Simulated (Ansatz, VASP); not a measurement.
MnO: VASP beside Ansatz

Contents of INCAR:

```
SYSTEM = MnO
PREC = Accurate
ENCUT = 600
EDIFF = 1E-6
ISMEAR = -1
SIGMA = 0.15
LREAL = .FALSE.
LASPH = .TRUE.
NELM = 200
ALGO = Normal
ISIF = 2
LWAVE = .FALSE.
LCHARG = .TRUE.
ISPIN = 2
MAGMOM = 5 0
LORBIT = 11
LMAXMIX = 4
GGA = PE
LELF = .TRUE.
LVHAR = .TRUE.
NBANDS = 20
GGA_COMPAT = .FALSE.
```

KPOINTS

```
regular mesh
0
G
  3 3 3
  0 0 0
```

File POSCAR:

```
MnO
1.0
    0.0000000000      2.1750000000      2.1750000000
    2.1750000000      0.0000000000      2.1750000000
    2.1750000000      2.1750000000      0.0000000000
Mn O
1 1
Direct
    0.0000000000      0.0000000000      0.0000000000
    0.4252873563      0.4252873563     -0.4252873563
```

Input for Ansatz:

```yaml
crystal:
  atoms:
  - position: [0.0, 0.0, 0.0]
    spin: 5
    symbol: Mn
  - position: [0.4252873563218391, 0.4252873563218391, -0.4252873563218391]
    symbol: O
  lattice:
  - [0.0, 2.175, 2.175]
  - [2.175, 0.0, 2.175]
  - [2.175, 2.175, 0.0]
hamiltonian:
  dispersion: none
  pseudopotentials:
    dirac_shells:
      Mn: [2p]
    kind: all_electron
    lapw: {}
    relativity: scalar
  xc: pbe
kpoints:
  mp_grid:
    grid: [3, 3, 3]
    shift: [0, 0, 0]
magnetization: {spin_polarized: true}
output: {forces: true, stress: true}
scf:
  occupations: {method: fermi_dirac, width: 0.15}
```

Alike in both runs: task single point; functional PBE; k mesh 3 × 3 × 3; occupations fermi-dirac, width 0.15 eV; collinear spin.

```csv
,VASP,Ansatz
version,VASP 6.6.1,Ansatz 0.2 development build
potentials or method,"VASP PAW PBE potentials, release 64 (Mn_pv, O), cutoff 600 eV","all-electron full-potential LAPW, scalar-relativistic"
```

```tsv
	VASP	Ansatz	Ansatz less VASP
pressure (GPa)	19.7	19.4	-0.36
traceless stress, the component that is largest in VASP (GPa)	17.45	16.78	-0.665
rms of the force components (eV/Å)	1.565	1.514	-0.0515
net moment per atom (μB)	2.30	2.30	0.000
size of the moment on the site where the two differ most (μB)	4.13	3.87	-0.262
```

Site moments also hang on the region over which each program counts them. Atom by atom the forces differ by 0.051 eV/Å (rms over components). Ansatz ran all-electron here, and VASP with PAW potentials.

The k mesh is coarse, so the values compare programs but aren't converged.
